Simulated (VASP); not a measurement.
CoO, 2 atoms in the cell. Symmetry: Fm-3m, No. 225, cubic system. Conventional cell: a = 4.263 Å, b = 4.263 Å, c = 4.263 Å, α = 90.00°, β = 90.00°, γ = 90.00°. Co (site symmetry m-3m) has 6 O at 2.13 Å within 2.8 Å. Within 2.8 Å of O (site symmetry m-3m) lie 6 Co at 2.13 Å. 

| Item | Value |
| --- | --- |
| Program | VASP 6.6.1 |
| Task | single point |
| Functional | PBE |
| Potentials or basis | VASP PAW PBE potentials, release 64 (Co, O) |
| Cutoff | 600 eV |
| k mesh | 10 × 10 × 10 |
| Occupations | fermi-dirac, width 0.5 eV |
| Spin | collinear spin, ferromagnetic start |
| Starting moments | [2.5, 0.0] μB |
| Dipole correction | no |
| Further INCAR settings | ALGO = Normal; EDIFF = 1e-06; NBANDS = 18 |

Potentials or basis: VASP PAW PBE potentials, release 64 (Co, O).

The run is started by

```bash
$ cat potpaw_PBE.64/Co/POTCAR potpaw_PBE.64/O/POTCAR > POTCAR
$ mpirun -np 1 vasp_std > vasp.out
```

Hardware: 1 thread of AMD EPYC 9R45 96-Core Processor (Zen 5) (shared host).

**Question.** How long does it take, and how much memory?

**Answer.** Wall time 20 s on 1 thread of AMD EPYC 9R45 96-Core Processor (Zen 5), with other jobs on the host, peak memory 0.14 GiB. Counts: scf iterations 15, k points 47.
